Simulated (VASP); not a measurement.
# Zr4Ag (P-6m2) in VASP: further runs

The runs below take Zr4Ag through single point, with PBE.

Program: VASP 6.6.1. These are calculated values, not measurements. Logs are shortened: lines on timing, memory, paths and dates and some standing lists are left out, and cuts for length are marked.

## (1) The cell of the first run

Symmetry: P-6m2, No. 187, hexagonal system. The conventional cell has a = 5.799 Å, b = 5.799 Å, c = 4.461 Å, α = 90.00°, β = 90.00°, γ = 120.00°. Within 3.7 Å of Zr (site symmetry mm2) lie 6 Zr at 2.79 to 2.92 Å and 4 Ag at 3.66 Å. Within 3.7 Å of Zr (site symmetry -6m2) lie 6 Zr at 2.79 Å and 3 Ag at 3.35 Å. Ag (site symmetry -6m2) has 15 Zr at 3.35 to 3.66 Å within 4.4 Å.

## (2) Single point, PBE

Input file INCAR:

```
  ALGO = Fast
  EDIFF = 1E-6
  ENCUT = 520
  GGA = PE
  ISIF = 2
  ISMEAR = 0
  LASPH = T
  LCHARG = F
  LREAL = F
  LWAVE = F
  NBANDS = 38
  NELM = 80
  PREC = Accurate
  SIGMA = 0.2
```

Input file KPOINTS:

```
k-points
0
Gamma
  4 4 3
```

Input file POSCAR:

```
Zr4Ag
1.0
    5.7992354024      0.0000000035      0.0000000000
   -2.8996177042      5.0222851792      0.0000000000
    0.0000000000      0.0000000000      4.4612060835
Zr Ag
4 1
Direct
    0.4990360329      0.5009639671      0.0000000000
    0.4990360329      0.9980720658      0.0000000000
    0.0019279342      0.5009639671      0.0000000000
    0.6666666667      0.3333333333      0.5000000000
    0.0000000000      0.0000000000      0.5000000000
```

Potentials or basis: VASP PAW PBE potentials, release 64 (Zr_sv, Ag).

Launch:

```console
cat potpaw_PBE.64/Zr_sv/POTCAR potpaw_PBE.64/Ag/POTCAR > POTCAR
mpirun -np 1 vasp_std > vasp.out
```

OUTCAR:

```text
EDIFF = 1E-6
   ENCUT = 520
   GGA = PE
   ISIF = 2
   ISMEAR = 0
   LASPH = T
   LREAL = F
   NELM = 80
   PREC = Accurate

 ion  position               nearest neighbor table
   1  0.499  0.501  0.000-   4 2.79   4 2.79   2 2.88   3 2.88   2 2.92   3 2.92   5 3.66   5 3.66
                             5 3.66   5 3.66
   2  0.499  0.998  0.000-   4 2.79   4 2.79   1 2.88   3 2.88   1 2.92   3 2.92   5 3.66   5 3.66
                             5 3.66   5 3.66
   3  0.002  0.501  0.000-   4 2.79   4 2.79   2 2.88   1 2.88   2 2.92   1 2.92   5 3.66   5 3.66
                             5 3.66   5 3.66
   4  0.667  0.333  0.500-   2 2.79   2 2.79   3 2.79   3 2.79   1 2.79   1 2.79   5 3.35   5 3.35
                             5 3.35
   5  0.000  0.000  0.500-   4 3.35   4 3.35   4 3.35   3 3.66   3 3.66   3 3.66   3 3.66   1 3.66
                             1 3.66   1 3.66   1 3.66   2 3.66   2 3.66   2 3.66   2 3.66

  LATTYP: Found a hexagonal cell.
 ALAT       =     5.7992354024
 C/A-ratio  =     0.7692748740

  Lattice vectors:

 A1 = (   5.7992354024,   0.0000000035,   0.0000000000)
 A2 = (  -2.8996177042,   5.0222851792,   0.0000000000)
 A3 = (   0.0000000000,   0.0000000000,   4.4612060835)

Analysis of symmetry for initial positions (statically):
=====================================================================
 Subroutine PRICEL returns:
 Original cell was already a primitive cell.

 Routine SETGRP: Setting up the symmetry group for a
 hexagonal supercell.

 Subroutine GETGRP returns: Found 12 space group operations
 (whereof 12 operations were pure point group operations)
 out of a pool of 24 trial point group operations.

The static configuration has the point symmetry D_3h.

Analysis of symmetry for dynamics (positions and initial velocities):
=====================================================================
 Subroutine PRICEL returns:
 Original cell was already a primitive cell.

 Routine SETGRP: Setting up the symmetry group for a
 hexagonal supercell.

 Subroutine GETGRP returns: Found 12 space group operations
 (whereof 12 operations were pure point group operations)
 out of a pool of 24 trial point group operations.

The dynamic configuration has the point symmetry D_3h.

 Subroutine INISYM returns: Found 12 space group operations
 (whereof 12 operations are pure point group operations),
 and found     1 'primitive' translations

----------------------------------------------------------------------------------------

                                     Primitive cell

  volume of cell :     129.9345

  direct lattice vectors                    reciprocal lattice vectors
     5.799235402  0.000000003  0.000000000     0.172436525  0.099556274  0.000000000
    -2.899617704  5.022285179  0.000000000    -0.000000000  0.199112548  0.000000000
     0.000000000  0.000000000  4.461206083     0.000000000  0.000000000  0.224154630

  length of vectors
     5.799235402  5.799235402  4.461206083     0.199112548  0.199112548  0.224154630

  position of ions in fractional coordinates (direct lattice)
     0.499036033  0.500963967  0.000000000
     0.499036033  0.998072066  0.000000000
     0.001927934  0.500963967  0.000000000
     0.666666667  0.333333333  0.500000000
     0.000000000  0.000000000  0.500000000

  ion indices of the primitive-cell ions
   primitive index   ion index
                 1           1
                 2           2
                 3           3
                 4           4
                 5           5

----------------------------------------------------------------------------------------

 KPOINTS: k-points

Automatic generation of k-mesh.
 Grid dimensions read from file:
 generate k-points for:    4    4    3

 Generating k-lattice:

  Cartesian coordinates                     Fractional coordinates (reciprocal lattice)
     0.043109131  0.024889069  0.000000000     0.250000000  0.000000000  0.000000000
    -0.000000000  0.049778137  0.000000000     0.000000000  0.250000000  0.000000000
     0.000000000  0.000000000  0.074718210     0.000000000  0.000000000  0.333333333

  Length of vectors
     0.049778137  0.049778137  0.074718210

  Shift w.r.t. Gamma in fractional coordinates (k-lattice)
     0.000000000  0.000000000  0.000000000

 Subroutine IBZKPT returns following result:
 ===========================================

 Found      8 irreducible k-points:

 Following reciprocal coordinates:
            Coordinates               Weight
  0.000000  0.000000  0.000000      1.000000
  0.250000 -0.000000  0.000000      6.000000
  0.500000 -0.000000  0.000000      3.000000
  0.250000  0.250000  0.000000      6.000000
  0.000000  0.000000  0.333333      2.000000
  0.250000 -0.000000  0.333333     12.000000
  0.500000 -0.000000  0.333333      6.000000
  0.250000  0.250000  0.333333     12.000000
   k-points           NKPTS =      8   k-points in BZ     NKDIM =      8   number of bands    NBANDS=     38
   number of dos      NEDOS =    301   number of ions     NIONS =      5
   total plane-waves  NPLWV =  82944
   dimension x,y,z NGX =    48 NGY =   48 NGZ =   36
   dimension x,y,z NGXF=    96 NGYF=   96 NGZF=   72
   ions per type =               4   1
   NGX,Y,Z   is equivalent  to a cutoff of  13.76, 13.76, 13.42 a.u.
   NGXF,Y,Z  is equivalent  to a cutoff of  27.52, 27.52, 26.83 a.u.
 SYSTEM =  unknown system
   PREC   = accura    normal or accurate (medium, high low for compatibility)
   ISTART =      0    job   : 0-new  1-cont  2-samecut
   ICHARG =      2    charge: 1-file 2-atom 10-const
   ISPIN  =      1    spin polarized calculation?
   LNONCOLLINEAR =      F non collinear calculations
   LSORBIT =      F    spin-orbit coupling
   LASPH  =      T    aspherical Exc in radial PAW
   ENCUT  =  520.0 eV  38.22 Ry    6.18 a.u.  10.78 10.78  8.29*2*pi/ulx,y,z
   NELM   =     80;   NELMIN=  2; NELMDL= -5     # of ELM steps
   EDIFF  = 0.1E-05   stopping-criterion for ELM
   LREAL  =      F    real-space projection
   EDIFFG = 0.1E-04   stopping-criterion for IOM
   NSW    =      0    number of steps for IOM
   IBRION =     -1    ionic relax: 0-MD 1-quasi-New 2-CG
   NFREE  =      0    steps in history (QN), initial steepest desc. (CG)
   ISIF   =      2    stress and relaxation
   ISYM   =      2    0-nonsym 1-usesym 2-fastsym
   POTIM  = 0.5000    time-step for ionic-motion
   TEBEG  =    0.0;   TEEND  =   0.0 temperature during run
   PSTRESS=    0.0 pullay stress
   NELECT =      59.0000    total number of electrons
   NUPDOWN=      -1.0000    fix difference up-down
   EMIN   =  10.00;   EMAX   =-10.00  energy-range for DOS
   EFERMI =   0.00;   METHOD = LEGACY
   ISMEAR =     0;   SIGMA  =   0.20  broadening in eV -4-tet -1-fermi 0-gaus
   EFERMI_NEDOS =   21; number of points for ismear=-14 and -15
   IALGO  =     68    algorithm
   IMIX   =      4    mixing-type and parameters
     AMIX     =   0.40;   BMIX     =  1.00
     AMIX_MAG =   1.60;   BMIX_MAG =  1.00
  volume/ion in A,a.u.               =      25.99       175.37
  Fermi-wavevector in a.u.,A,eV,Ry     =   1.258300  2.377841 21.542345  1.583318
  Thomas-Fermi vector in A             =   2.391916
   LORBIT       =      0    0 simple, 1 ext, 2 COOP (PROOUT), +10 PAW based schemes
   GGA     = PE    functional components
   LHFCALC =     F    Hartree Fock is set to
   AEXX    =    0.0000 exact exchange contribution
   IVDW    =     0    specifies the selected vdW correction
   LEPSILON=     F    determine dielectric tensor
   LRPA    =     F    only Hartree local field effects (RPA)
 non-spin polarized calculation
 RMM-DIIS sequential band-by-band and
 Gauss-broadening in eV      SIGMA  =   0.20
  energy-cutoff  :      520.00
  volume of cell :      129.93
 maximum number of plane-waves:      3507
 NGX is ok and might be reduce to    48
   NGX = 21   NGY = 21   NGZ = 17

 number of electron      59.0000003 magnetization

 Free energy of the ion-electron system (eV)
  ---------------------------------------------------
  ext. energy  EPLUGINS =         0.00000000
  ---------------------------------------------------
  free energy    TOTEN  =       -32.05093128 eV

  energy without entropy =      -31.96107875  energy(sigma->0) =      -32.00600501

 E-fermi :   6.5663     XC(G=0): -10.2624

 val. band max:        6.4900777846   @ k =   0.5000  -0.0000   0.0000
 cond. band min:       6.6486361435   @ k =   0.2500   0.2500   0.0000
 fundamental gap:      0.1585583589
 Fermi energy:         6.5662824918

 k-point     1 :       0.0000    0.0000    0.0000
  band No.  band energies     occupation
      1     -42.1485      2.00000
      2     -41.8744      2.00000
      3     -41.8744      2.00000
      4     -41.4660      2.00000
      5     -20.9997      2.00000
      6     -20.8238      2.00000
[... 30 lines left out ...]
     37      10.1936      0.00000
     38      10.4244      0.00000

 k-point     2 :       0.2500   -0.0000    0.0000
  band No.  band energies     occupation
      1     -42.1180      2.00000
      2     -41.9120      2.00000
      3     -41.8745      2.00000
      4     -41.4601      2.00000
      5     -20.8537      2.00000
      6     -20.7982      2.00000
[... 30 lines left out ...]
     37       9.9255      0.00000
     38      10.1832      0.00000

 k-point     3 :       0.5000   -0.0000    0.0000
  band No.  band energies     occupation
      1     -42.0695      2.00000
      2     -41.9672      2.00000
      3     -41.8746      2.00000
      4     -41.4547      2.00000
      5     -20.7696      2.00000
      6     -20.7014      2.00000
[... 30 lines left out ...]
     37       9.1862      0.00000
[... 125 lines left out ...]
 k-point     7 :       0.5000   -0.0000    0.3333
  band No.  band energies     occupation
      1     -42.0343      2.00000
      2     -41.9559      2.00000
      3     -41.8739      2.00000
      4     -41.5048      2.00000
      5     -20.9322      2.00000
      6     -20.4672      2.00000
[... 30 lines left out ...]
     37       8.4943      0.00000
     38       8.8381      0.00000

 k-point     8 :       0.2500    0.2500    0.3333
  band No.  band energies     occupation
      1     -42.0344      2.00000
      2     -41.9558      2.00000
      3     -41.8740      2.00000
      4     -41.5048      2.00000
      5     -20.9112      2.00000
      6     -20.4831      2.00000
[... 30 lines left out ...]
     37       8.6758      0.00000
     38       9.0042      0.00000

------------------------ aborting loop because EDIFF is reached ----------------------------------------

  FORCE on cell =-STRESS in cart. coord.  units (eV):
  Direction    XX          YY          ZZ          XY          YZ          ZX
  --------------------------------------------------------------------------------------
  -------------------------------------------------------------------------------------
  Total        0.2781293      0.2781293     -0.1049917      0.0000000      0.0000000      0.0000000
  in kB        3.4295166      3.4295166     -1.2946170      0.0000000      0.0000000      0.0000000
  external PRESSURE =       1.8548054 kB  Pullay stress =       0.0000000 kB

 VOLUME and BASIS-vectors are now :
 -----------------------------------------------------------------------------
  energy-cutoff  :      520.00
  volume of cell :      129.93
      direct lattice vectors                 reciprocal lattice vectors
     5.799235402  0.000000003  0.000000000     0.172436525  0.099556274  0.000000000
    -2.899617704  5.022285179  0.000000000    -0.000000000  0.199112548  0.000000000
     0.000000000  0.000000000  4.461206083     0.000000000  0.000000000  0.224154630

 POSITION                                       TOTAL-FORCE (eV/Angst)
 -----------------------------------------------------------------------------------
      1.44142      2.51598      0.00000         0.030132     -0.017396     -0.000000
     -0.00000      5.01260      0.00000        -0.000000      0.034793      0.000000
     -1.44142      2.51598      0.00000        -0.030132     -0.017396     -0.000000
      2.89962      1.67410      2.23060         0.000000     -0.000000      0.000000
      0.00000      0.00000      2.23060         0.000000      0.000000      0.000000
 -----------------------------------------------------------------------------------
    total drift:                               -0.000001      0.000000      0.000000

  FREE ENERGIE OF THE ION-ELECTRON SYSTEM (eV)
  ---------------------------------------------------
  free  energy   TOTEN  =       -32.0509312760 eV

  energy  without entropy=      -31.9610787507  energy(sigma->0) =      -32.00600501
```

Run time: 2.1 min. Hardware: 1 thread of Intel Xeon Platinum 8488C (Sapphire Rapids), shared host; peak memory 0.28 GiB.

Results:

```yaml
Free_energy: -32.0509 eV
Pressure: 0.2 GPa
Largest_force: 0.035 eV/Å
```

Forces in eV/Å, atoms in the order of the input:
```
Zr   0.030 -0.017  0.000
Zr   0.000  0.035  0.000
Zr  -0.030 -0.017  0.000
Zr   0.000  0.000  0.000
Ag   0.000  0.000  0.000
```

Stress tensor (GPa, compression positive):
```
 0.34  0.00  0.00
 0.00  0.34  0.00
 0.00  0.00 -0.13
```

Caveat: the k points lie up to 0.47 Å⁻¹ apart.

## (3) Single point, PBE

This run uses another cell than the first one, of 29.59 Å³/atom, 1.139 times its volume.

Input file INCAR:

```
ALGO = Fast
EDIFF = 1E-6
ENCUT = 520
GGA = PE
ISIF = 2
ISMEAR = 0
LASPH = T
LCHARG = T
LELF = T
LREAL = F
LVHAR = T
LWAVE = F
NBANDS = 38
NELM = 60
PREC = Accurate
SIGMA = 0.2
```

Input file KPOINTS:

```
k-points
0
Gamma
  5 5 3
```

Input file POSCAR:

```
Zr4Ag
1.0
    4.5141037936      0.0000000033      0.0000000000
   -2.2570518997      3.9093285589      0.0000000000
    0.0000000000      0.0000000000      8.3846635898
Zr Ag
4 1
Direct
    0.0000000000      0.0000000000      0.1803592142
    0.0000000000      0.0000000000      0.8196407858
    0.3333333333      0.6666666667      0.0000000000
    0.3333333333      0.6666666667      0.5000000000
    0.0000000000      0.0000000000      0.5000000000
```

Potentials or basis: VASP PAW PBE potentials, release 64 (Zr_sv, Ag).

Launch:

```console
cat potpaw_PBE.64/Zr_sv/POTCAR potpaw_PBE.64/Ag/POTCAR > POTCAR
mpirun -np 1 vasp_std > vasp.out
```

OUTCAR:

```text
EDIFF = 1E-6
   ENCUT = 520
   GGA = PE
   ISIF = 2
   ISMEAR = 0
   LASPH = T
   LREAL = F
   NELM = 60
   PREC = Accurate

 ion  position               nearest neighbor table
   1  0.000  0.000  0.180-   5 2.68   3 3.01   3 3.01   3 3.01   2 3.02   4 3.74   4 3.74   4 3.74

   2  0.000  0.000  0.820-   5 2.68   3 3.01   3 3.01   3 3.01   1 3.02   4 3.74   4 3.74   4 3.74

   3  0.333  0.667  0.000-   1 3.01   2 3.01   1 3.01   2 3.01   1 3.01   2 3.01
[... 602 lines left out ...]
  --------------------------------------------------------------------------------------
  -------------------------------------------------------------------------------------
  Total       -0.5284666     -0.5284666     -0.1640388      0.0000000     -0.0000000      0.0000000
  in kB       -5.7222752     -5.7222752     -1.7762248      0.0000000     -0.0000000      0.0000000
  external PRESSURE =      -4.4069251 kB  Pullay stress =       0.0000000 kB

 VOLUME and BASIS-vectors are now :
 -----------------------------------------------------------------------------
  energy-cutoff  :      520.00
  volume of cell :      147.97
      direct lattice vectors                 reciprocal lattice vectors
     4.514103794  0.000000003  0.000000000     0.221527915  0.127899201  0.000000000
    -2.257051900  3.909328559  0.000000000    -0.000000000  0.255798402  0.000000000
     0.000000000  0.000000000  8.384663590     0.000000000  0.000000000  0.119265369

 POSITION                                       TOTAL-FORCE (eV/Angst)
 -----------------------------------------------------------------------------------
      0.00000      0.00000      1.51225         0.000000     -0.000000     -0.018306
      0.00000      0.00000      6.87241         0.000000     -0.000000      0.018306
     -0.00000      2.60622      0.00000         0.000000     -0.000000      0.000000
     -0.00000      2.60622      4.19233        -0.000000      0.000000      0.000000
      0.00000      0.00000      4.19233         0.000000     -0.000000      0.000000
 -----------------------------------------------------------------------------------
    total drift:                                0.000001     -0.000001     -0.000000

  FREE ENERGIE OF THE ION-ELECTRON SYSTEM (eV)
  ---------------------------------------------------
  free  energy   TOTEN  =       -31.0204312266 eV

  energy  without entropy=      -30.8503036609  energy(sigma->0) =      -30.93536744
```

OSZICAR:

```text
N       E                     dE             d eps       ncg     rms          rms(c)
DAV:   1     0.592810124069E+03    0.59281E+03   -0.30166E+04   760   0.147E+03
DAV:   2     0.148548630572E+02   -0.57796E+03   -0.56527E+03   852   0.432E+02
DAV:   3    -0.304825853914E+02   -0.45337E+02   -0.44236E+02  1314   0.874E+01
[... 16 lines left out ...]
RMM:  20    -0.310204247866E+02   -0.48400E-05   -0.38836E-05  1062   0.198E-02    0.197E-03
RMM:  21    -0.310204274638E+02   -0.26772E-05   -0.24584E-05   920   0.153E-02    0.141E-03
RMM:  22    -0.310204293096E+02   -0.18457E-05   -0.16309E-05   869   0.126E-02    0.188E-03
RMM:  23    -0.310204305263E+02   -0.12167E-05   -0.10818E-05   793   0.106E-02    0.296E-03
RMM:  24    -0.310204312266E+02   -0.70031E-06   -0.69288E-06   720   0.900E-03
   1 F= -.31020431E+02 E0= -.30935367E+02  d E =-.170128E+00
```

It took 2.7 min on 1 thread of Intel Xeon Platinum 8488C (Sapphire Rapids), shared host; peak memory 0.29 GiB.

What came out:

| Property | Result |
| --- | --- |
| Free energy | -31.0204 eV |
| Pressure | -0.4 GPa |
| Largest force | 0.018 eV/Å |

Forces on the atoms (eV/Å):
```
Zr   0.000  0.000 -0.018
Zr   0.000  0.000  0.018
Zr   0.000  0.000  0.000
Zr   0.000  0.000  0.000
Ag   0.000  0.000  0.000
```

Stress tensor (GPa, compression positive):
```
-0.57  0.00  0.00
 0.00 -0.57  0.00
 0.00  0.00 -0.18
```

(Part 1 of 2 ends here.)
